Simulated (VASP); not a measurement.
# Bi2Te3 (R-3m) in VASP: a series of runs, part 3 of 3

VASP 6.6.1.

### 5 Electric field gradients, PBEsol (zz strain of +3 %)

Input file INCAR:

```
PREC     = Accurate       # precision mode
ENCUT    = 520            # plane-wave cutoff, eV
EDIFF    = 1E-8           # SCF threshold, eV
ISMEAR   = -1             # smearing method
SIGMA    = 0.08           # smearing width, eV
LREAL    = F              # projectors in reciprocal space
LASPH    = T              # aspherical terms in the spheres
NELM     = 100            # most SCF steps
ALGO     = Normal         # electronic algorithm
ISIF     = 2              # what is computed and relaxed
LWAVE    = F              # write WAVECAR
LCHARG   = F              # write CHGCAR
GGA      = PS             # functional
LEFG     = T            
NBANDS   = 32             # bands
```

Input file KPOINTS:

```
regular mesh
0
Gamma
  7 7 7
```

Input file POSCAR:

```
Bi2Te3
1.0
    2.1930005584      1.2661294627     10.4706401000
   -2.1930005584      1.2661294627     10.4706401000
    0.0000000000     -2.5322589254     10.4706401000
Bi Te
2 3
Direct
    0.4000000000      0.4000000000      0.4000000000
    0.6000000000      0.6000000000      0.6000000000
    0.0000000000      0.0000000000      0.0000000000
    0.2095000000      0.2095000000      0.2095000000
    0.7905000000      0.7905000000      0.7905000000
```

Potentials or basis: VASP PAW PBE potentials, release 64 (Bi_d, Te).

The run is started by

```bash
cat potpaw_PBE.64/Bi_d/POTCAR potpaw_PBE.64/Te/POTCAR > POTCAR
mpirun -np 1 vasp_std > vasp.out
```

OUTCAR:

```text
PREC = Accurate
   ENCUT = 520
   EDIFF = 1E-8
   ISMEAR = -1
   LREAL = F
   LASPH = T
   NELM = 100
   ISIF = 2
   GGA = PS

 ion  position               nearest neighbor table
   1  0.400  0.400  0.400-   5 3.10   5 3.10   5 3.10   3 3.29   3 3.29   3 3.29
   2  0.600  0.600  0.600-   4 3.10   4 3.10   4 3.10   3 3.29   3 3.29   3 3.29
   3  0.000  0.000  0.000-   2 3.29   1 3.29   2 3.29   2 3.29   1 3.29   1 3.29
   4  0.209  0.209  0.209-   2 3.10   2 3.10   2 3.10
   5  0.791  0.791  0.791-   1 3.10   1 3.10   1 3.10

  LATTYP: Found a trigonal (rhomboedric) cell.
 ALAT       =    10.7724945750
 COS(alpha) =     0.9171151965

  Lattice vectors:

 A1 = (   2.1930005584,   1.2661294627,  10.4706401000)
 A2 = (  -2.1930005584,   1.2661294627,  10.4706401000)
 A3 = (   0.0000000000,  -2.5322589254,  10.4706401000)

Analysis of symmetry for initial positions (statically):
=====================================================================
 Subroutine PRICEL returns:
 Original cell was already a primitive cell.

 Routine SETGRP: Setting up the symmetry group for a
 trigonal (rhombohedral) supercell.

 Subroutine GETGRP returns: Found 12 space group operations
 (whereof 12 operations were pure point group operations)
 out of a pool of 12 trial point group operations.

The static configuration has the point symmetry D_3d.

Analysis of symmetry for dynamics (positions and initial velocities):
=====================================================================
 Subroutine PRICEL returns:
 Original cell was already a primitive cell.

 Routine SETGRP: Setting up the symmetry group for a
 trigonal (rhombohedral) supercell.

 Subroutine GETGRP returns: Found 12 space group operations
 (whereof 12 operations were pure point group operations)
 out of a pool of 12 trial point group operations.

The dynamic configuration has the point symmetry D_3d.

 Subroutine INISYM returns: Found 12 space group operations
 (whereof 12 operations are pure point group operations),
 and found     1 'primitive' translations

----------------------------------------------------------------------------------------

                                     Primitive cell

  volume of cell :     174.4381

  direct lattice vectors                    reciprocal lattice vectors
     2.193000558  1.266129463 10.470640100     0.227998118  0.131634775  0.031835048
    -2.193000558  1.266129463 10.470640100    -0.227998118  0.131634775  0.031835048
     0.000000000 -2.532258925 10.470640100     0.000000000 -0.263269550  0.031835048

  length of vectors
    10.772494575 10.772494575 10.772494575     0.265187341  0.265187341  0.265187341

  position of ions in fractional coordinates (direct lattice)
     0.400000000  0.400000000  0.400000000
     0.600000000  0.600000000  0.600000000
     0.000000000  0.000000000  0.000000000
     0.209500000  0.209500000  0.209500000
     0.790500000  0.790500000  0.790500000

  ion indices of the primitive-cell ions
   primitive index   ion index
                 1           1
[... 93 lines left out ...]
   IALGO  =     38    algorithm
   IMIX   =      4    mixing-type and parameters
     AMIX     =   0.40;   BMIX     =  1.00
     AMIX_MAG =   1.60;   BMIX_MAG =  1.00
  volume/ion in A,a.u.               =      34.89       235.43
  Fermi-wavevector in a.u.,A,eV,Ry     =   1.064817  2.012212 15.426752  1.133834
  Thomas-Fermi vector in A             =   2.200348
   LORBIT       =      0    0 simple, 1 ext, 2 COOP (PROOUT), +10 PAW based schemes
   GGA     = PS    functional components
   LHFCALC =     F    Hartree Fock is set to
   AEXX    =    0.0000 exact exchange contribution
   IVDW    =     0    specifies the selected vdW correction
   LEPSILON=     F    determine dielectric tensor
   LRPA    =     F    only Hartree local field effects (RPA)
 non-spin polarized calculation
  energy-cutoff  :      520.00
  volume of cell :      174.44
 maximum number of plane-waves:      4712
   NGX = 41   NGY = 41   NGZ = 41

 number of electron      47.9999997 magnetization

 Free energy of the ion-electron system (eV)
  ---------------------------------------------------
  ext. energy  EPLUGINS =         0.00000000
  ---------------------------------------------------
  free energy    TOTEN  =       -20.23394422 eV

  energy without entropy =      -20.23249224  energy(sigma->0) =      -20.23321823

 E-fermi :   5.8795     XC(G=0):  -9.3641

 val. band max:        5.7237569562   @ k =   0.0000   0.0000   0.0000
 cond. band min:       6.0552014560   @ k =   0.0000   0.0000   0.0000
 fundamental gap:      0.3314444997
 Fermi energy:         5.8794602267

 k-point     1 :       0.0000    0.0000    0.0000
  band No.  band energies     occupation
      1     -17.3956      2.00000
      2     -17.3956      2.00000
      3     -17.3946      2.00000
      4     -17.3946      2.00000
      5     -17.3873      2.00000
      6     -17.3861      2.00000
[... 829 lines left out ...]
     31      10.1900      0.00000
     32      10.2454      0.00000

 [... further k-points ...]

------------------------ aborting loop because EDIFF is reached ----------------------------------------

  FORCE on cell =-STRESS in cart. coord.  units (eV):
  Direction    XX          YY          ZZ          XY          YZ          ZX
  --------------------------------------------------------------------------------------
  -------------------------------------------------------------------------------------
  Total       -1.7323442     -1.7323442     -3.2485160      0.0000000      0.0000000      0.0000000
  in kB      -15.9112179    -15.9112179    -29.8369384      0.0000000      0.0000000      0.0000000
  external PRESSURE =     -20.5531247 kB  Pullay stress =       0.0000000 kB

 VOLUME and BASIS-vectors are now :
 -----------------------------------------------------------------------------
  energy-cutoff  :      520.00
  volume of cell :      174.44
      direct lattice vectors                 reciprocal lattice vectors
     2.193000558  1.266129463 10.470640100     0.227998118  0.131634775  0.031835048
    -2.193000558  1.266129463 10.470640100    -0.227998118  0.131634775  0.031835048
     0.000000000 -2.532258925 10.470640100     0.000000000 -0.263269550  0.031835048

 POSITION                                       TOTAL-FORCE (eV/Angst)
 -----------------------------------------------------------------------------------
      0.00000      0.00000     12.56477         0.000000      0.000000      0.115323
      0.00000      0.00000     18.84715         0.000000      0.000000     -0.115323
      0.00000      0.00000      0.00000         0.000000      0.000000     -0.000000
      0.00000      0.00000      6.58080         0.000000     -0.000000      0.354289
      0.00000      0.00000     24.83112         0.000000      0.000000     -0.354289
 -----------------------------------------------------------------------------------
    total drift:                               -0.000000     -0.000000     -0.000000

  FREE ENERGIE OF THE ION-ELECTRON SYSTEM (eV)
  ---------------------------------------------------
  free  energy   TOTEN  =       -20.2339442199 eV

  energy  without entropy=      -20.2324922359  energy(sigma->0) =      -20.23321823

 Electric field gradients (V/A^2)
---------------------------------------------------------------------
 ion       V_xx      V_yy      V_zz      V_xy      V_xz      V_yz
---------------------------------------------------------------------
   1     -20.755   -20.755    41.511     0.000     0.000     0.000
   2     -20.755   -20.755    41.511    -0.000     0.000     0.000
   3     -59.458   -59.458   118.915    -0.000    -0.000     0.000
   4     -15.834   -15.834    31.668    -0.000     0.000     0.000
   5     -15.834   -15.834    31.668    -0.000    -0.000     0.000
---------------------------------------------------------------------

 Electric field gradients after diagonalization (V/A^2)
 (convention: |V_zz| > |V_xx| > |V_yy|)
----------------------------------------------------------------------
 ion       V_xx      V_yy      V_zz     asymmetry (V_yy - V_xx)/ V_zz
----------------------------------------------------------------------
   1     -20.755   -20.755    41.511       0.000
   2     -20.755   -20.755    41.511       0.000
   3     -59.458   -59.458   118.915       0.000
   4     -15.834   -15.834    31.668       0.000
   5     -15.834   -15.834    31.668       0.000
----------------------------------------------------------------------

           NMR quadrupolar parameters

 Cq : quadrupolar parameter    Cq=e*Q*V_zz/h
 eta: asymmetry parameters     (V_yy - V_xx)/ V_zz
 Q  : nuclear electric quadrupole moment in mb (millibarn)
----------------------------------------------------------------------
 ion       Cq(MHz)       eta       Q (mb)
----------------------------------------------------------------------
   1       0.100       0.000       1.000
   2       0.100       0.000       1.000
   3       0.288       0.000       1.000
   4       0.077       0.000       1.000
   5       0.077       0.000       1.000
----------------------------------------------------------------------
```

Wall time 12 min (1 thread of Intel Xeon 6975P-C (Granite Rapids), shared host); peak memory 1 GiB.

Results:

```
Free energy                             : -20.2339 eV
Pressure                                : -2.1 GPa
Largest force                           : 0.354 eV/Å
Band gap on the k mesh                  : 0.33 eV
Largest electric field gradient by atom : Bi +41.5; Te +118.9, +31.7 (each value once) V/Å²
```

Forces in eV/Å, atoms in the order of the input:
```
Bi   0.000  0.000  0.115
Bi   0.000  0.000 -0.115
Te   0.000  0.000  0.000
Te   0.000  0.000  0.354
Te   0.000  0.000 -0.354
```

Stress tensor (GPa, compression positive):
```
-1.59  0.00  0.00
 0.00 -1.59  0.00
 0.00  0.00 -2.98
```

Electric field gradients, principal values (V/Å²):
| atom | least | middle | greatest (by size) |
| --- | --- | --- | --- |
| 1 Bi | -20.755 | -20.755 | 41.511 |
| 2 Bi | -20.755 | -20.755 | 41.511 |
| 3 Te | -59.458 | -59.458 | 118.915 |
| 4 Te | -15.834 | -15.834 | 31.668 |
| 5 Te | -15.834 | -15.834 | 31.668 |

Caveat: the cell differs from its parent crystal (zz strain of +3 %); without QUAD_EFG the Cq values of the log hold for a quadrupole moment of 1 mb, not for the nuclei; the PAW data sets were made with another functional, which shifts forces and pressure a little; spin-orbit coupling is left out, which moves the levels of the heavy elements; an odd mesh through Γ misses points on the zone boundary, where band edges can lie.

### 6 Summary

| cell | gap on the mesh (eV) | pressure (GPa) | largest force (eV/Å) |
| --- | --- | --- | --- |
| a = 10.464 Å, angles 23.7°, 5 atoms | 0.26 | 1.6 | 0.12 |
| a = 10.482 Å, angles 24.4°, 5 atoms | 0.21 | -1.5 | 0.19 |
| a = 10.674 Å, angles 23.7°, 5 atoms | 0.30 | -1.6 | 0.27 |
| a = 10.772 Å, angles 23.5°, 5 atoms | 0.33 | -2.1 | 0.35 |

Alike in all rows: task electric field gradients; level PBEsol; potentials or basis VASP PAW PBE potentials, release 64 (Bi_d, Te); no spin polarisation; k mesh 7 × 7 × 7; cutoff (eV) 520; smearing fermi-dirac 0.08 eV.

Caveats: the PAW data sets were made with another functional, which shifts forces and pressure a little; spin-orbit coupling is left out, which moves the levels of the heavy elements; an odd mesh through Γ misses points on the zone boundary, where band edges can lie.

Absolute energies hang on the potentials; compare differences alone.
